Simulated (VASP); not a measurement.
Wanted: the native input for a VASP 6.6.1 run.

* Task: single point
* Functional: PBE
* Potentials or basis: VASP PAW PBE potentials, release 64 (K_sv, Cl)
* Cutoff: 520 eV
* k mesh: 3 × 3 × 4
* Occupations: gaussian, width 0.1 eV
* Spin: no spin polarisation
* Dipole correction: no
* Further INCAR settings: ALGO = Normal; EDIFF = 1e-06; NBANDS = 38

The structure of K4Cl3 lies in POSCAR:

```
K4Cl3
1.0
    7.6402205100      0.0000000000      0.0000000000
   -3.8201102600      6.6166250600      0.0000000000
    0.0000000000      0.0000000000      5.2864728900
K Cl
4 3
Direct
    0.1787731000      0.8212269000      0.5000000000
    0.1787731000      0.3575462000      0.5000000000
    0.6424538000      0.8212269000      0.5000000000
    0.6666666700      0.3333333300      0.0000000000
    0.8146397900      0.1853602100      0.5000000000
    0.8146397900      0.6292795900      0.5000000000
    0.3707204100      0.1853602100      0.5000000000
```

The cell was generated, and may not be a known phase.

These files were run (other wordings do the same):

INCAR

```
ALGO = Normal ; EDIFF = 1E-6
ENCUT = 520 ; GGA = PE
ISIF = 2 ; ISMEAR = 0
LASPH = T ; LCHARG = F
LREAL = F ; LWAVE = F
NBANDS = 38 ; NELM = 60
PREC = Accurate ; SIGMA = 0.1
```

KPOINTS

```
k-points
0
Gamma
  3 3 4
```

Potentials or basis: VASP PAW PBE potentials, release 64 (K_sv, Cl).

Run with:

```sh
$ cat potpaw_PBE.64/K_sv/POTCAR potpaw_PBE.64/Cl/POTCAR > POTCAR
$ mpirun -np 1 vasp_std > vasp.out
```

Results of the run:

```
Pressure               : 10.2 GPa
Largest force          : 2.734 eV/Å
Band gap on the k mesh : zero (an odd number of electrons rules out a gap without spin polarisation)
```

Caveat: the stress differs along the axes, from -1 to 16 GPa; an odd number of electrons without spin polarisation forces a metal; a magnetic or distorted state may lie lower.

Wall time 90 s on 1 thread of Intel(R) Xeon(R) Platinum 8259CL CPU @ 2.50GHz (Skylake/Cascade Lake), with other jobs on the host, peak memory 0.38 GiB.
